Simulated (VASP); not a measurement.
Input of a VASP 6.6.1 run:

Contents of INCAR:

```
SYSTEM = InIrC4N4
ALGO = Normal
EDIFF = 1E-6
ENCUT = 520
GGA = PE
ISIF = 2
ISMEAR = 0
ISPIN = 2
LASPH = .TRUE.
LCHARG = .TRUE.
LELF = .TRUE.
LMAXMIX = 4
LORBIT = 11
LREAL = .FALSE.
LVHAR = .TRUE.
LWAVE = .FALSE.
MAGMOM = 0 1 0 0 0 0 0 0 0 0
NBANDS = 44
NELM = 150
PREC = Accurate
SIGMA = 0.1
```

File KPOINTS:

```
k-points
0
G
  4 4 4
  0 0 0
```

File POSCAR:

```
InIrC4N4
1.0
    6.0197418724      0.0000000000      0.0000000000
    0.0000000000      6.0197418724      0.0000000000
    0.0000000000      0.0000000000      6.0197418724
In Ir C N
1 1 4 4
Direct
    0.5000000000      0.5000000000      0.5000000000
    0.0000000000      0.0000000000      0.0000000000
    0.1871429503      0.1871429503      0.1871429503
    0.1871429503      0.8128570497      0.8128570497
    0.8128570497      0.1871429503      0.8128570497
    0.8128570497      0.8128570497      0.1871429503
    0.3007222887      0.3007222887      0.3007222887
    0.3007222887      0.6992777113      0.6992777113
    0.6992777113      0.3007222887      0.6992777113
    0.6992777113      0.6992777113      0.3007222887
```

Potentials or basis: VASP PAW PBE potentials, release 64 (In_d, Ir, C, N).

Run with:

```sh
$ cat potpaw_PBE.64/In_d/POTCAR potpaw_PBE.64/Ir/POTCAR potpaw_PBE.64/C/POTCAR potpaw_PBE.64/N/POTCAR > POTCAR
$ mpirun -np 1 vasp_std > vasp.out
```

Q: What does it give for the site moments?

A: In +0.01; Ir +0.95; C +0.02; N +0.09 μB.

Q: What does it give for the band gap on the k mesh?

A: Zero (filled and empty bands overlap).

Q: What does it give for the pressure?

A: 0.5 GPa.

Q: Predict the largest force.

A: 0.248 eV/Å.

Forces on the atoms (eV/Å):
```
In   0.000  0.000  0.000
Ir   0.000  0.000  0.000
C   -0.087 -0.087 -0.087
C   -0.087  0.087  0.087
C    0.087 -0.087  0.087
C    0.087  0.087 -0.087
N    0.143  0.143  0.143
N    0.143 -0.143 -0.143
N   -0.143  0.143 -0.143
N   -0.143 -0.143  0.143
```

Caveat: spin-orbit coupling is left out, which moves the levels of the heavy elements.
